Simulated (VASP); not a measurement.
# K2Ge (P4/mmm) in VASP: further runs, part 2 of 2

VASP 6.6.1.

### 3 Relaxation of cell and atoms, PBE

File INCAR:

```
SYSTEM = K2Ge
PREC = Accurate ; ENCUT = 600
EDIFF = 1E-6 ; ISMEAR = 0
SIGMA = 0.1 ; LREAL = .FALSE.
LASPH = .TRUE. ; NELM = 80
ALGO = Normal ; ISIF = 3
LWAVE = .FALSE. ; LCHARG = .FALSE.
GGA = PE ; IBRION = 2
NSW = 90 ; EDIFFG = -0.04
```

File KPOINTS:

```
Automatic mesh
0
G
  4 4 4
  0 0 0
```

File POSCAR:

```
K2Ge
1.0
    3.9386178200      0.0000000000      0.0000000000
    0.0000000000      3.9386178200      0.0000000000
    0.0000000000      0.0000000000      3.7774824600
K Ge
2 1
Direct
    0.5000000000      0.5000000000      0.5000000000
    0.0000000000      0.0000000000      0.5000000000
    0.0000000000      0.0000000000      0.0000000000
```

Potentials or basis: VASP PAW PBE potentials, release 64 (K_sv, Ge_d).

The run is started by

```
$ cat potpaw_PBE.64/K_sv/POTCAR potpaw_PBE.64/Ge_d/POTCAR > POTCAR
$ mpirun -np 1 vasp_std > vasp.out
```

OUTCAR:

```text
SYSTEM = K2Ge
   PREC = Accurate
   ENCUT = 600
   EDIFF = 1E-6
   ISMEAR = 0
   LREAL = .FALSE.
   LASPH = .TRUE.
   NELM = 80
   ISIF = 3
   GGA = PE
   IBRION = 2
   NSW = 90
   EDIFFG = -0.04

 ion  position               nearest neighbor table
   1  0.500  0.500  0.500-   2 2.79   2 2.79   2 2.79   2 2.79   3 3.37   3 3.37   3 3.37   3 3.37
                             3 3.37   3 3.37   3 3.37   3 3.37
   2  0.000  0.000  0.500-   3 1.89   3 1.89   1 2.79   1 2.79   1 2.79   1 2.79
   3  0.000  0.000  0.000-   2 1.89   2 1.89   1 3.37   1 3.37   1 3.37   1 3.37   1 3.37   1 3.37
                             1 3.37   1 3.37

  LATTYP: Found a simple tetragonal cell.
 ALAT       =     3.9386178200
 C/A-ratio  =     0.9590883484

  Lattice vectors:

 A1 = (   3.9386178200,   0.0000000000,   0.0000000000)
 A2 = (   0.0000000000,   3.9386178200,   0.0000000000)
 A3 = (   0.0000000000,   0.0000000000,   3.7774824600)

Analysis of symmetry for initial positions (statically):
=====================================================================
 Subroutine PRICEL returns:
 Original cell was already a primitive cell.

 Routine SETGRP: Setting up the symmetry group for a
 simple tetragonal supercell.

 Subroutine GETGRP returns: Found 16 space group operations
 (whereof 16 operations were pure point group operations)
 out of a pool of 16 trial point group operations.

[... 140 lines left out ...]
 conjugate gradient relaxation of ions
 non-spin polarized calculation
 Gauss-broadening in eV      SIGMA  =   0.10
  energy-cutoff  :      600.00
  volume of cell :       58.60
 maximum number of plane-waves:      1984
 NGX is ok and might be reduce to    32
   NGX = 15   NGY = 15   NGZ = 15

--------------------------------------- Ionic step        1  -------------------------------------------

 number of electron      31.9999997 magnetization

 Free energy of the ion-electron system (eV)
  ---------------------------------------------------
  ext. energy  EPLUGINS =         0.00000000
  ---------------------------------------------------
  free energy    TOTEN  =         5.79610311 eV

  energy without entropy =        5.79784807  energy(sigma->0) =        5.79697559

 E-fermi :   5.1791     XC(G=0): -10.1648

 val. band max:        5.0726185382   @ k =   0.0000   0.0000   0.2500
 cond. band min:       5.2980264179   @ k =   0.2500   0.0000   0.0000
 fundamental gap:      0.2254078796
 Fermi energy:         5.1791407127
[... 940 lines left out ...]
     19       2.2402      0.00000
     20       2.3498      0.00000

[... ionic steps 4 to 8 ...]

--------------------------------------- Ionic step        9  -------------------------------------------

 number of electron      32.0000096 magnetization

------------------------ aborting loop because EDIFF is reached ----------------------------------------
[... 69 lines left out ...]
--------------------------------------- Ionic step       11  -------------------------------------------

 number of electron      32.0000046 magnetization

 Free energy of the ion-electron system (eV)
  ---------------------------------------------------
  ext. energy  EPLUGINS =         0.00000000
  ---------------------------------------------------
  free energy    TOTEN  =        -4.17808129 eV

  energy without entropy =       -4.14991006  energy(sigma->0) =       -4.16399568

 E-fermi :  -0.0795     XC(G=0):  -6.3871

 val. band max:       -0.1012710506   @ k =   0.2500   0.2500   0.2500
 cond. band min:      -0.0757398368   @ k =   0.5000   0.2500   0.5000
 fundamental gap:      0.0255312138
 Fermi energy:        -0.0795480676
[... 442 lines left out ...]
  FREE ENERGIE OF THE ION-ELECTRON SYSTEM (eV)
  ---------------------------------------------------
  free  energy   TOTEN  =        -4.1780812922 eV

  energy  without entropy=       -4.1499100579  energy(sigma->0) =       -4.16399568

 reached required accuracy - stopping structural energy minimisation
```

CONTCAR:

```text
K2Ge
   1.00000000000000
     5.2310606915685751    0.0000000000000000   -0.0000000000000000
    -0.0000000000000000    5.2310606915685751   -0.0000000000000000
     0.0000000000000000    0.0000000000000000    5.9227058426154571
  K               Ge
     2     1
Direct
     0.5000000000000000    0.5000000000000000    0.5000000000000000
     0.0000000000000000    0.0000000000000000    0.5000000000000000
     0.0000000000000000    0.0000000000000000    0.0000000000000000

  0.00000000E+00  0.00000000E+00  0.00000000E+00
  0.00000000E+00  0.00000000E+00  0.00000000E+00
  0.00000000E+00  0.00000000E+00  0.00000000E+00
```

Wall time 2.9 min (1 thread of Intel Xeon Platinum 8488C (Sapphire Rapids), shared host); peak memory 0.18 GiB.

Results:

```yaml
Free_energy: -4.1781 eV
Relaxed_volume: 54.02 Å³/atom
Relaxed_cell: a = 5.231 Å, b = 5.231 Å, c = 5.923 Å, α = 90.00°, β = 90.00°, γ = 90.00°
Space_group_after_relaxing_to_0.05_Å: P4/mmm (No. 123)
Energy_gained_by_relaxing: 3324.7 meV/atom
Ionic_steps: 11
Pressure_after_relaxing: 0.0 GPa
Band_gap_on_the_k_mesh: zero (band 16 reaches 0.52 eV, above the bottom of band 17 at -0.54 eV)
```

Step by step:
```
step  energy change (eV)  largest force (eV/Å)  pressure (GPa)  volume (Å³)
   1              0.0000                0.0000           60.09        58.60
   2             -8.7046                0.0000           -1.83       133.67
   3             -9.0888                0.0000            5.84        99.52
   4             -9.2394                0.0000            3.71       107.94
   5             -9.2502                0.0000            3.30       109.83
   6             -9.6311                0.0000            1.89       122.61
   7             -9.9330                0.0000            0.67       145.60
   8             -9.9655                0.0000            0.45       155.77
   9             -9.9665                0.0000            0.40       158.50
  10             -9.9713                0.0000           -0.23       164.31
  11             -9.9742                0.0000            0.00       162.07
```

Final structure:
```yaml
crystal:
  lattice:
    - [5.23106, 0.00000, 0.00000]
    - [0.00000, 5.23106, 0.00000]
    - [0.00000, 0.00000, 5.92271]
  atoms:
    - { symbol: K, position: [0.50000, 0.50000, 0.50000] }
    - { symbol: K, position: [0.00000, 0.00000, 0.50000] }
    - { symbol: Ge, position: [0.00000, 0.00000, 0.00000] }
```

Caveat: the k points lie up to 0.30 Å⁻¹ apart in the final cell; the volume moved by over 15 % at a fixed basis, so the end points are rough.

### 4 Single point, PBE

This run uses another cell than the first one, of 58.54 Å³/atom, 2.997 times its volume.

File INCAR:

```
SYSTEM = K2Ge
ALGO = Normal ; EDIFF = 1E-6
ENCUT = 520 ; GGA = PE
ISIF = 2 ; ISMEAR = 0
LASPH = .TRUE. ; LCHARG = .FALSE.
LREAL = .FALSE. ; LWAVE = .FALSE.
NBANDS = 23 ; NELM = 60
PREC = Accurate ; SIGMA = 0.1
```

File KPOINTS:

```
k-points
0
G
  4 4 4
  0 0 0
```

File POSCAR:

```
K2Ge
1.0
    5.3676474259      0.0000000000      0.0000000000
    0.0000000000      5.3676474259      0.0000000000
    0.0000000000      0.0000000000      6.0950407787
K Ge
2 1
Direct
    0.5000000000      0.5000000000      0.5000000000
    0.0000000000      0.0000000000      0.5000000000
    0.0000000000      0.0000000000      0.0000000000
```

Potentials or basis: VASP PAW PBE potentials, release 64 (K_sv, Ge_d).

The run is started by

```
$ cat potpaw_PBE.64/K_sv/POTCAR potpaw_PBE.64/Ge_d/POTCAR > POTCAR
$ mpirun -np 1 vasp_std > vasp.out
```

OUTCAR:

```text
SYSTEM = K2Ge
   EDIFF = 1E-6
   ENCUT = 520
   GGA = PE
   ISIF = 2
   ISMEAR = 0
   LASPH = .TRUE.
   LREAL = .FALSE.
   NELM = 60
   PREC = Accurate

 ion  position               nearest neighbor table
   1  0.500  0.500  0.500-   2 3.80   2 3.80   2 3.80   2 3.80
   2  0.000  0.000  0.500-   3 3.05   3 3.05   1 3.80   1 3.80   1 3.80   1 3.80
   3  0.000  0.000  0.000-   2 3.05   2 3.05

  LATTYP: Found a simple tetragonal cell.
 ALAT       =     5.3676474259
 C/A-ratio  =     1.1355143688

  Lattice vectors:

 A1 = (   5.3676474259,   0.0000000000,   0.0000000000)
 A2 = (   0.0000000000,   5.3676474259,   0.0000000000)
 A3 = (   0.0000000000,   0.0000000000,   6.0950407787)

Analysis of symmetry for initial positions (statically):
=====================================================================
 Subroutine PRICEL returns:
 Original cell was already a primitive cell.

 Routine SETGRP: Setting up the symmetry group for a
 simple tetragonal supercell.

 Subroutine GETGRP returns: Found 16 space group operations
 (whereof 16 operations were pure point group operations)
 out of a pool of 16 trial point group operations.

The static configuration has the point symmetry D_4h.

Analysis of symmetry for dynamics (positions and initial velocities):
=====================================================================
 Subroutine PRICEL returns:
 Original cell was already a primitive cell.

 Routine SETGRP: Setting up the symmetry group for a
 simple tetragonal supercell.

 Subroutine GETGRP returns: Found 16 space group operations
 (whereof 16 operations were pure point group operations)
 out of a pool of 16 trial point group operations.

The dynamic configuration has the point symmetry D_4h.

 Subroutine INISYM returns: Found 16 space group operations
 (whereof 16 operations are pure point group operations),
 and found     1 'primitive' translations

[... 107 lines left out ...]
   IMIX   =      4    mixing-type and parameters
     AMIX     =   0.40;   BMIX     =  1.00
     AMIX_MAG =   1.60;   BMIX_MAG =  1.00
  volume/ion in A,a.u.               =      58.54       395.02
  Fermi-wavevector in a.u.,A,eV,Ry     =   0.928132  1.753916 11.720465  0.861430
  Thomas-Fermi vector in A             =   2.054276
   LORBIT       =      0    0 simple, 1 ext, 2 COOP (PROOUT), +10 PAW based schemes
   GGA     = PE    functional components
   LHFCALC =     F    Hartree Fock is set to
   AEXX    =    0.0000 exact exchange contribution
   IVDW    =     0    specifies the selected vdW correction
   LEPSILON=     F    determine dielectric tensor
   LRPA    =     F    only Hartree local field effects (RPA)
 non-spin polarized calculation
 Gauss-broadening in eV      SIGMA  =   0.10
  energy-cutoff  :      520.00
  volume of cell :      175.61
 maximum number of plane-waves:      4764
 NGX is ok and might be reduce to    40
   NGX = 19   NGY = 19   NGZ = 23

 number of electron      31.9999978 magnetization

 Free energy of the ion-electron system (eV)
  ---------------------------------------------------
  ext. energy  EPLUGINS =         0.00000000
  ---------------------------------------------------
  free energy    TOTEN  =        -4.30664992 eV

  energy without entropy =       -4.27825565  energy(sigma->0) =       -4.29245279

 E-fermi :  -0.2642     XC(G=0):  -6.1538

 val. band max:       -0.2681276071   @ k =   0.2500   0.2500   0.0000
 cond. band min:      -0.2565438128   @ k =   0.5000   0.2500   0.0000
 fundamental gap:      0.0115837943
 Fermi energy:        -0.2642172763

 k-point     1 :       0.0000    0.0000    0.0000
  band No.  band energies     occupation
      1     -32.5919      2.00000
      2     -31.6714      2.00000
      3     -24.6621      2.00000
      4     -24.6614      2.00000
      5     -24.6295      2.00000
      6     -24.6295      2.00000
[... 457 lines left out ...]
     22       2.8311      0.00000
     23       4.3359      0.00000

------------------------ aborting loop because EDIFF is reached ----------------------------------------

  FORCE on cell =-STRESS in cart. coord.  units (eV):
  Direction    XX          YY          ZZ          XY          YZ          ZX
  --------------------------------------------------------------------------------------
  -------------------------------------------------------------------------------------
  Total        0.0289719      0.0289719     -0.0405213      0.0000000     -0.0000000      0.0000000
  in kB        0.2643281      0.2643281     -0.3697003      0.0000000     -0.0000000      0.0000000
  external PRESSURE =       0.0529853 kB  Pullay stress =       0.0000000 kB

 VOLUME and BASIS-vectors are now :
 -----------------------------------------------------------------------------
  energy-cutoff  :      520.00
  volume of cell :      175.61
      direct lattice vectors                 reciprocal lattice vectors
     5.367647426  0.000000000  0.000000000     0.186301357  0.000000000  0.000000000
     0.000000000  5.367647426  0.000000000     0.000000000  0.186301357  0.000000000
     0.000000000  0.000000000  6.095040779     0.000000000  0.000000000  0.164067811

 POSITION                                       TOTAL-FORCE (eV/Angst)
 -----------------------------------------------------------------------------------
      2.68382      2.68382      3.04752         0.000000      0.000000      0.000000
      0.00000      0.00000      3.04752         0.000000      0.000000      0.000000
      0.00000      0.00000      0.00000         0.000000      0.000000      0.000000
 -----------------------------------------------------------------------------------
    total drift:                               -0.000000      0.000000     -0.000000

  FREE ENERGIE OF THE ION-ELECTRON SYSTEM (eV)
  ---------------------------------------------------
  free  energy   TOTEN  =        -4.3066499238 eV

  energy  without entropy=       -4.2782556464  energy(sigma->0) =       -4.29245279
```

OSZICAR:

```text
N       E                     dE             d eps       ncg     rms          rms(c)
DAV:   1     0.251701389877E+03    0.25170E+03   -0.14582E+04   926   0.164E+03
DAV:   2     0.251676583431E+02   -0.22653E+03   -0.21825E+03   850   0.507E+02
DAV:   3    -0.105675057940E+01   -0.26224E+02   -0.25889E+02  1059   0.123E+02
DAV:   4    -0.475940221323E+01   -0.37027E+01   -0.36905E+01  1557   0.321E+01
DAV:   5    -0.481412815082E+01   -0.54726E-01   -0.54720E-01  1047   0.495E+00    0.467E+00
DAV:   6    -0.436514234181E+01    0.44899E+00   -0.46281E-01  1099   0.349E+00    0.297E+00
DAV:   7    -0.430874752375E+01    0.56395E-01   -0.16953E-01  1191   0.244E+00    0.152E+00
DAV:   8    -0.430792324850E+01    0.82428E-03   -0.71000E-02  1196   0.186E+00    0.259E-01
DAV:   9    -0.430652897954E+01    0.13943E-02   -0.85180E-03  1031   0.807E-01    0.128E-01
DAV:  10    -0.430664855108E+01   -0.11957E-03   -0.11525E-03  1151   0.218E-01    0.562E-02
DAV:  11    -0.430664899686E+01   -0.44578E-06   -0.13765E-04  1145   0.947E-02    0.330E-02
DAV:  12    -0.430664771543E+01    0.12814E-05   -0.42309E-05  1119   0.368E-02    0.480E-03
DAV:  13    -0.430664982378E+01   -0.21084E-05   -0.69215E-06   962   0.116E-02    0.139E-03
DAV:  14    -0.430664992384E+01   -0.10006E-06   -0.32052E-07   701   0.489E-03
   1 F= -.43066499E+01 E0= -.42924528E+01  d E =-.283943E-01
```

Run time: 51 s. Hardware: 1 thread of Intel Xeon Platinum 8488C (Sapphire Rapids), shared host; peak memory 0.26 GiB.

What came out:

```yaml
Free_energy: -4.3066 eV
Pressure: 0.0 GPa
Band_gap_on_the_k_mesh: zero (band 16 reaches 0.28 eV, above the bottom of band 17 at -0.66 eV)
```

### 5 Overview

```csv
task,cell,cutoff (eV),gap on the mesh (eV),pressure (GPa)
single point,"a = 3.939, b = 3.939, c = 3.777 Å, 3 atoms",520,none,60.1
relaxation of cell and atoms,"relaxed from a = 3.939, b = 3.939, c = 3.777 Å, 3 atoms",600,none,0.0
single point,"a = 5.368, b = 5.368, c = 6.095 Å, 3 atoms",520,none,0.0
```

Alike in all rows: level PBE; potentials or basis VASP PAW PBE potentials, release 64 (K_sv, Ge_d); no spin polarisation; k mesh 4 × 4 × 4; smearing gaussian 0.1 eV.

Caveats: some runs use coarse meshes; the volume moved by over 15 % at a fixed basis, so the end points are rough (some runs).

Total energies depend on the potentials used, so only differences within one code and one set of settings carry meaning.
